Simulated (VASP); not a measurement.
Write the native input for VASP 6.6.1 that does the following.

- Task: single point
- Functional: PBEsol
- Dispersion: D3(BJ)
- Potentials or basis: VASP PAW PBE potentials, release 64 (Cl, Li_sv)
- Cutoff: 520 eV
- k mesh: 9 × 9 × 9
- Occupations: fermi-dirac, width 0.05 eV
- Spin: no spin polarisation
- Dipole correction: no
- Further INCAR settings: ALGO = Normal; EDIFF = 1e-07; NBANDS = 12

The structure of LiCl lies in POSCAR:

```
LiCl
1.0
    0.0000000000      2.4869597875      2.4869597875
    2.4869597875      0.0000000000      2.4869597875
    2.4869597875      2.4869597875      0.0000000000
Cl Li
1 1
Direct
    0.5000000000      0.5000000000      0.5000000000
    0.0000000000      0.0000000000      0.0000000000
```

One way to write it, as run:

INCAR

```
SYSTEM = LiCl
PREC = Accurate ; ENCUT = 520
EDIFF = 1E-7 ; ISMEAR = -1
SIGMA = 0.05 ; LREAL = .FALSE.
LASPH = .TRUE. ; NELM = 80
ALGO = Normal ; ISIF = 2
LWAVE = .FALSE. ; LCHARG = .FALSE.
GGA = PS ; IVDW = 12
NBANDS = 12
```

KPOINTS

```
Automatic mesh
0
G
  9 9 9
  0 0 0
```

Potentials or basis: VASP PAW PBE potentials, release 64 (Cl, Li_sv).

Run with:

```sh
$ cat potpaw_PBE.64/Cl/POTCAR potpaw_PBE.64/Li_sv/POTCAR > POTCAR
$ mpirun -np 1 vasp_std > vasp.out
```

It gave:

| Item | Value |
| --- | --- |
| Band gap on the k mesh | 6.70 eV, indirect (the least direct gap lies 1.3 meV higher) |
| Dispersion energy per atom | -0.199 eV |

Wall time 23 s on 1 thread of Intel Xeon 6975P-C, with other jobs on the host, peak memory 0.16 GiB.
